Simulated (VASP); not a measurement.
Input of a VASP 6.6.1 run:

INCAR

```
SYSTEM = HoAuF4
ALGO = Normal ; EDIFF = 1E-6
ENCUT = 600 ; GGA = PE
GGA_COMPAT = .False. ; ISIF = 2
ISMEAR = 0 ; LASPH = .True.
LCHARG = .False. ; LMAXMIX = 6
LREAL = .False. ; LWAVE = .False.
NBANDS = 60 ; NELM = 200
PREC = Accurate ; SIGMA = 0.1
```

KPOINTS

```
k-points
0
Gamma
  4 4 1
  0 0 0
```

The input POSCAR:

```
HoAuF4
1.0
   -4.3194514665     -0.0065108278     -0.2685941548
    0.0109447097     -4.3171932772     -0.3048866911
   -2.7513291806     -3.1085286370     15.9201708714
Ho Au F
2 2 8
Direct
    0.5000000000      0.0000000000      0.5000000000
    0.5000000000      0.0000000000      1.0000000000
    0.5000000000      1.0000000000      0.2500000000
    0.5000000000      1.0000000000      0.7500000000
    0.0000000000      0.0000000000      0.0000000000
    0.0000000000      1.0000000000      0.5000000000
    0.5000000000      0.5000000000      1.0000000000
    0.5000000000      0.5000000000      0.5000000000
    0.4433556786      0.9366206823      0.1331405237
    0.4433556786      0.9366206823      0.6331405238
    0.5566443214      0.0633793177      0.3668594762
    0.5566443214      0.0633793177      0.8668594762
```

Potentials or basis: VASP PAW PBE potentials, release 64 (Ho_3, Au, F), 4f in core.

Launch:

```console
$ cat potpaw_PBE.64/Ho_3/POTCAR potpaw_PBE.64/Au/POTCAR potpaw_PBE.64/F/POTCAR > POTCAR
$ mpirun -np 1 vasp_std > vasp.out
```

Task: What does it give for the band gap on the k mesh?

Result: 2.76 eV.

Task: What does it give for the pressure?

Result: 0.5 GPa.

Task: Predict the largest force.

Result: 0.095 eV/Å.

Stress tensor (GPa, compression positive):
```
 0.40  0.00 -0.04
 0.00  0.41 -0.05
-0.04 -0.05  0.59
```

Caveat: spin-orbit coupling is left out, which moves the levels of the heavy elements; an odd mesh through Γ misses points on the zone boundary, where band edges can lie; the 4f electrons are frozen in the core, so they carry no moment and show no levels. Spin polarisation is off, so any magnetic state and its effect on volume and gap are missing.
